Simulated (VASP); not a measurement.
# SnO in VASP: single point with PBE+D3(BJ)

Aim: the single point of SnO with PBE+D3(BJ).

Program: VASP 6.6.1. These are calculated values, not measurements. Logs are shortened: lines on timing, memory, paths and dates and some standing lists are left out, and cuts for length are marked.

## 1. The cell of the first run

The cell holds a slab with vacuum, 8 atoms: a = 3.820 Å, b = 3.820 Å, c = 22.226 Å, α = 90.00°, β = 90.00°, γ = 90.00°.

## 2. Single point, PBE+D3(BJ) (layers slid over each other)

Input file INCAR:

```
SYSTEM = SnO
ALGO     = Normal         ! electronic algorithm
DIPOL    = 0.5 0.5 0.404
EDIFF    = 1E-6           ! SCF threshold, eV
ENCUT    = 520            ! plane-wave cutoff, eV
GGA      = PE             ! functional
IDIPOL   = 3            
ISIF     = 2              ! what is computed and relaxed
ISMEAR   = 0              ! smearing method
IVDW     = 12             ! dispersion correction
LASPH    = .True.         ! aspherical terms in the spheres
LCHARG   = .True.         ! write CHGCAR
LDIPOL   = .True.       
LELF     = .True.         ! ELF
LREAL    = .False.        ! projectors in reciprocal space
LVACPOTAV= .True.       
LVHAR    = .True.       
LWAVE    = .False.        ! write WAVECAR
NBANDS   = 50             ! bands
NELM     = 100            ! most SCF steps
PREC     = Accurate       ! precision mode
SIGMA    = 0.05           ! smearing width, eV
```

Input file KPOINTS:

```
k-points
0
Gamma
  7 7 1
  0 0 0
```

Input file POSCAR:

```
SnO
1.0
    3.8201629585      0.0000000000      0.0000000000
    0.0000000000      3.8201629585      0.0000000000
    0.0000000000      0.0000000000     22.2260830948
Sn O
4 4
Direct
    0.7500000000      0.2500000000      0.2024648239
    0.2500000000      0.7500000000      0.3087832219
    0.5000000000      1.0000000000      0.5000000000
    1.0000000000      0.5000000000      0.6063183980
    0.2500000000      0.2500000000      0.2556240229
    0.7500000000      0.7500000000      0.2556240229
    1.0000000000      1.0000000000      0.5531591990
    0.5000000000      0.5000000000      0.5531591990
```

Potentials or basis: VASP PAW PBE potentials, release 64 (Sn_d, O).

Launch:

```
> cat potpaw_PBE.64/Sn_d/POTCAR potpaw_PBE.64/O/POTCAR > POTCAR
> mpirun -np 1 vasp_std > vasp.out
```

OUTCAR:

```text
SYSTEM = SnO
   EDIFF = 1E-6
   ENCUT = 520
   GGA = PE
   ISIF = 2
   ISMEAR = 0
   IVDW = 12
   LASPH = .True.
   LREAL = .False.
   NELM = 100
   PREC = Accurate
 IVDW          = 12

 ion  position               nearest neighbor table
   1  0.750  0.250  0.202-   5 2.25   6 2.25   6 2.25   5 2.25   2 3.59   2 3.59   2 3.59   2 3.59

   2  0.250  0.750  0.309-   5 2.25   6 2.25   5 2.25   6 2.25   1 3.59   1 3.59   1 3.59   1 3.59

   3  0.500  0.000  0.500-   7 2.25   8 2.25   8 2.25   7 2.25   4 3.59   4 3.59   4 3.59   4 3.59

   4  0.000  0.500  0.606-   7 2.25   8 2.25   7 2.25   8 2.25   3 3.59   3 3.59   3 3.59   3 3.59

   5  0.250  0.250  0.256-   1 2.25   2 2.25   2 2.25   1 2.25
   6  0.750  0.750  0.256-   1 2.25   2 2.25   1 2.25   2 2.25
   7  0.000  0.000  0.553-   3 2.25   4 2.25   4 2.25   3 2.25
   8  0.500  0.500  0.553-   3 2.25   4 2.25   3 2.25   4 2.25

  LATTYP: Found a simple tetragonal cell.
 ALAT       =     3.8201629585
 C/A-ratio  =     5.8180981639

  Lattice vectors:

 A1 = (   3.8201629585,   0.0000000000,   0.0000000000)
 A2 = (   0.0000000000,   3.8201629585,   0.0000000000)
 A3 = (   0.0000000000,   0.0000000000,  22.2260830948)

Analysis of symmetry for initial positions (statically):
=====================================================================
 Subroutine PRICEL returns:
 Original cell was already a primitive cell.

 Routine SETGRP: Setting up the symmetry group for a
 simple tetragonal supercell.

 Subroutine GETGRP returns: Found  4 space group operations
 (whereof  1 operations were pure point group operations)
 out of a pool of 16 trial point group operations.

The static configuration has the point symmetry C_1 .
 The point group associated with its full space group is C_2h.

Analysis of symmetry for dynamics (positions and initial velocities):
=====================================================================
 Subroutine PRICEL returns:
 Original cell was already a primitive cell.

 Routine SETGRP: Setting up the symmetry group for a
 simple tetragonal supercell.

 Subroutine GETGRP returns: Found  4 space group operations
 (whereof  1 operations were pure point group operations)
 out of a pool of 16 trial point group operations.

The dynamic configuration has the point symmetry C_1 .
 The point group associated with its full space group is C_2h.

 Subroutine INISYM returns: Found  4 space group operations
 (whereof  1 operations are pure point group operations),
 and found     1 'primitive' translations

----------------------------------------------------------------------------------------

                                     Primitive cell

  volume of cell :     324.3596

  direct lattice vectors                    reciprocal lattice vectors
     3.820162959  0.000000000  0.000000000     0.261768938  0.000000000  0.000000000
     0.000000000  3.820162959  0.000000000     0.000000000  0.261768938  0.000000000
     0.000000000  0.000000000 22.226083095     0.000000000  0.000000000  0.044992183

  length of vectors
     3.820162959  3.820162959 22.226083095     0.261768938  0.261768938  0.044992183

  position of ions in fractional coordinates (direct lattice)
     0.750000000  0.250000000  0.202464824
     0.250000000  0.750000000  0.308783222
     0.500000000  0.000000000  0.500000000
     0.000000000  0.500000000  0.606318398
     0.250000000  0.250000000  0.255624023
     0.750000000  0.750000000  0.255624023
     0.000000000  0.000000000  0.553159199
     0.500000000  0.500000000  0.553159199

  ion indices of the primitive-cell ions
   primitive index   ion index
                 1           1
                 2           2
                 3           3
                 4           4
                 5           5
                 6           6
                 7           7
                 8           8

----------------------------------------------------------------------------------------

 KPOINTS: k-points

Automatic generation of k-mesh.
 Grid dimensions read from file:
 generate k-points for:    7    7    1

 Generating k-lattice:

  Cartesian coordinates                     Fractional coordinates (reciprocal lattice)
     0.037395563  0.000000000  0.000000000     0.142857143  0.000000000  0.000000000
     0.000000000  0.037395563  0.000000000     0.000000000  0.142857143  0.000000000
     0.000000000  0.000000000  0.044992183     0.000000000  0.000000000  1.000000000

  Length of vectors
     0.037395563  0.037395563  0.044992183

  Shift w.r.t. Gamma in fractional coordinates (k-lattice)
     0.000000000  0.000000000  0.000000000

 Subroutine IBZKPT returns following result:
 ===========================================

 Found     16 irreducible k-points:

 Following reciprocal coordinates:
            Coordinates               Weight
  0.000000  0.000000  0.000000      1.000000
  0.142857  0.000000  0.000000      4.000000
  0.285714  0.000000  0.000000      4.000000
  0.428571  0.000000  0.000000      4.000000
  0.142857  0.142857  0.000000      2.000000
 -0.142857  0.142857  0.000000      2.000000
[... 8 lines left out ...]
  0.428571  0.428571  0.000000      2.000000
 -0.428571  0.428571  0.000000      2.000000
   k-points           NKPTS =     16   k-points in BZ     NKDIM =     16   number of bands    NBANDS=     50
   number of dos      NEDOS =    301   number of ions     NIONS =      8
   total plane-waves  NPLWV = 131712
   dimension x,y,z NGX =    28 NGY =   28 NGZ =  168
   dimension x,y,z NGXF=    56 NGYF=   56 NGZF=  336
   ions per type =               4   4
   NGX,Y,Z   is equivalent  to a cutoff of  12.19, 12.19, 12.57 a.u.
   NGXF,Y,Z  is equivalent  to a cutoff of  24.37, 24.37, 25.13 a.u.
 SYSTEM =  SnO
   PREC   = accura    normal or accurate (medium, high low for compatibility)
   ISTART =      0    job   : 0-new  1-cont  2-samecut
   ICHARG =      2    charge: 1-file 2-atom 10-const
   ISPIN  =      1    spin polarized calculation?
   LNONCOLLINEAR =      F non collinear calculations
   LSORBIT =      F    spin-orbit coupling
   LASPH  =      T    aspherical Exc in radial PAW
   ENCUT  =  520.0 eV  38.22 Ry    6.18 a.u.   7.10  7.10 41.33*2*pi/ulx,y,z
   NELM   =    100;   NELMIN=  2; NELMDL= -5     # of ELM steps
   EDIFF  = 0.1E-05   stopping-criterion for ELM
   LREAL  =      F    real-space projection
   EDIFFG = 0.1E-04   stopping-criterion for IOM
   NSW    =      0    number of steps for IOM
   IBRION =     -1    ionic relax: 0-MD 1-quasi-New 2-CG
   NFREE  =      0    steps in history (QN), initial steepest desc. (CG)
   ISIF   =      2    stress and relaxation
   ISYM   =      2    0-nonsym 1-usesym 2-fastsym
   POTIM  = 0.5000    time-step for ionic-motion
   TEBEG  =    0.0;   TEEND  =   0.0 temperature during run
   PSTRESS=    0.0 pullay stress
   NELECT =      80.0000    total number of electrons
   NUPDOWN=      -1.0000    fix difference up-down
   EMIN   =  10.00;   EMAX   =-10.00  energy-range for DOS
   EFERMI =   0.00;   METHOD = LEGACY
   ISMEAR =     0;   SIGMA  =   0.05  broadening in eV -4-tet -1-fermi 0-gaus
   EFERMI_NEDOS =   21; number of points for ismear=-14 and -15
   IALGO  =     38    algorithm
   IMIX   =      4    mixing-type and parameters
     AMIX     =   0.40;   BMIX     =  1.00
     AMIX_MAG =   1.60;   BMIX_MAG =  1.00
  volume/ion in A,a.u.               =      40.54       273.61
  Fermi-wavevector in a.u.,A,eV,Ry     =   1.026666  1.940118 14.341132  1.054043
  Thomas-Fermi vector in A             =   2.160571
   LORBIT       =      0    0 simple, 1 ext, 2 COOP (PROOUT), +10 PAW based schemes
   GGA     = PE    functional components
   LHFCALC =     F    Hartree Fock is set to
   AEXX    =    0.0000 exact exchange contribution
   IVDW    =    12    specifies the selected vdW correction
   LEPSILON=     F    determine dielectric tensor
   LRPA    =     F    only Hartree local field effects (RPA)
 non-spin polarized calculation
 Gauss-broadening in eV      SIGMA  =   0.05
  energy-cutoff  :      520.00
  volume of cell :      324.36
 maximum number of plane-waves:      8769
   NGX = 15   NGY = 15   NGZ = 83

 dipolmoment           0.000000      0.000000      0.000029 electrons x Angstroem

 number of electron      79.9999970 magnetization

 dipolmoment           0.000000      0.000000     -0.000012 electrons x Angstroem

 Free energy of the ion-electron system (eV)
  ---------------------------------------------------
  ext. energy  EPLUGINS =         0.00000000
  ---------------------------------------------------
  free energy    TOTEN  =       -45.16696663 eV

  energy without entropy =      -45.16696663  energy(sigma->0) =      -45.16696663

 E-fermi :   0.0103     XC(G=0):  -5.3295

 val. band max:       -0.2195670060   @ k =  -0.1429   0.1429   0.0000
 cond. band min:       2.3299520842   @ k =   0.0000   0.0000   0.0000
 fundamental gap:      2.5495190901
 Fermi energy:         0.0102647855

 k-point     1 :       0.0000    0.0000    0.0000
  band No.  band energies     occupation
      1     -21.0533      2.00000
      2     -21.0533      2.00000
      3     -20.6927      2.00000
      4     -20.6927      2.00000
      5     -20.6549      2.00000
      6     -20.6549      2.00000
[... 42 lines left out ...]
     49       5.1428      0.00000
     50       5.2002      0.00000

 k-point     2 :       0.1429    0.0000    0.0000
  band No.  band energies     occupation
      1     -21.0444      2.00000
      2     -21.0443      2.00000
      3     -20.6934      2.00000
      4     -20.6933      2.00000
      5     -20.6567      2.00000
      6     -20.6566      2.00000
[... 42 lines left out ...]
     49       5.3173      0.00000
     50       5.4791      0.00000

 k-point     3 :       0.2857    0.0000    0.0000
  band No.  band energies     occupation
      1     -21.0194      2.00000
      2     -21.0193      2.00000
      3     -20.7898      2.00000
      4     -20.7896      2.00000
      5     -20.6610      2.00000
      6     -20.6609      2.00000
[... 678 lines left out ...]
     49       5.9434      0.00000
     50       6.3765      0.00000

 k-point    16 :      -0.4286    0.4286    0.0000
  band No.  band energies     occupation
      1     -20.9941      2.00000
      2     -20.9940      2.00000
      3     -20.9804      2.00000
      4     -20.9800      2.00000
      5     -20.6596      2.00000
      6     -20.6595      2.00000
[... 42 lines left out ...]
     49       5.9429      0.00000
     50       6.4635      0.00000

------------------------ aborting loop because EDIFF is reached ----------------------------------------

 Edisp (eV)   -1.23391

 E8    (eV) :    -0.5456

  FORCE on cell =-STRESS in cart. coord.  units (eV):
  Direction    XX          YY          ZZ          XY          YZ          ZX
  --------------------------------------------------------------------------------------
  -------------------------------------------------------------------------------------
  Total       0.18753     0.18753    -0.05407     0.02349     0.17200     0.17200
  in kB       0.92629     0.92629    -0.26710     0.11600     0.84958     0.84958
  external pressure =        0.53 kB  Pullay stress =        0.00 kB

 VOLUME and BASIS-vectors are now :
 -----------------------------------------------------------------------------
  energy-cutoff  :      520.00
  volume of cell :      324.36
      direct lattice vectors                 reciprocal lattice vectors
     3.820162959  0.000000000  0.000000000     0.261768938  0.000000000  0.000000000
     0.000000000  3.820162959  0.000000000     0.000000000  0.261768938  0.000000000
     0.000000000  0.000000000 22.226083095     0.000000000  0.000000000  0.044992183

 POSITION                                       TOTAL-FORCE (eV/Angst)
 -----------------------------------------------------------------------------------
      2.86512      0.95504      4.50000        -0.003273     -0.003273     -0.082210
      0.95504      2.86512      6.86304        -0.016231     -0.016231      0.130234
      1.91008      0.00000     11.11304         0.016231      0.016231     -0.130234
      0.00000      1.91008     13.47608         0.003273      0.003273      0.082210
      0.95504      0.95504      5.68152         0.006582     -0.017643      0.006058
      2.86512      2.86512      5.68152        -0.017643      0.006582      0.006058
      0.00000      0.00000     12.29456         0.017643     -0.006582     -0.006058
      1.91008      1.91008     12.29456        -0.006582      0.017643     -0.006058
 -----------------------------------------------------------------------------------
    total drift:                               -0.000000     -0.000000     -0.000613

  FREE ENERGIE OF THE ION-ELECTRON SYSTEM (eV)
  ---------------------------------------------------
  free  energy   TOTEN  =       -46.4008718036 eV

  energy  without entropy=      -46.4008718036  energy(sigma->0) =      -46.40087180

 vacuum level on the upper side and lower side of the slab         4.930         4.930
```

Wall time 2.9 min (1 thread of Intel Xeon 6975P-C (Granite Rapids), shared host); peak memory 0.44 GiB.

What came out:

```yaml
Free_energy: -46.4009 eV
Largest_force: 0.132 eV/Å
Band_gap_on_the_k_mesh: 2.55 eV (least direct gap 2.58 eV)
Dispersion_energy_per_atom: -0.154 eV
```

Forces on the atoms (eV/Å):
```
Sn  -0.003 -0.003 -0.082
Sn  -0.016 -0.016  0.130
Sn   0.016  0.016 -0.130
Sn   0.003  0.003  0.082
O    0.007 -0.018  0.006
O   -0.018  0.007  0.006
O    0.018 -0.007 -0.006
O   -0.007  0.018 -0.006
```

Caveat: the cell differs from its parent crystal (layers slid over each other); spin-orbit coupling is left out, which moves the levels of the heavy elements.
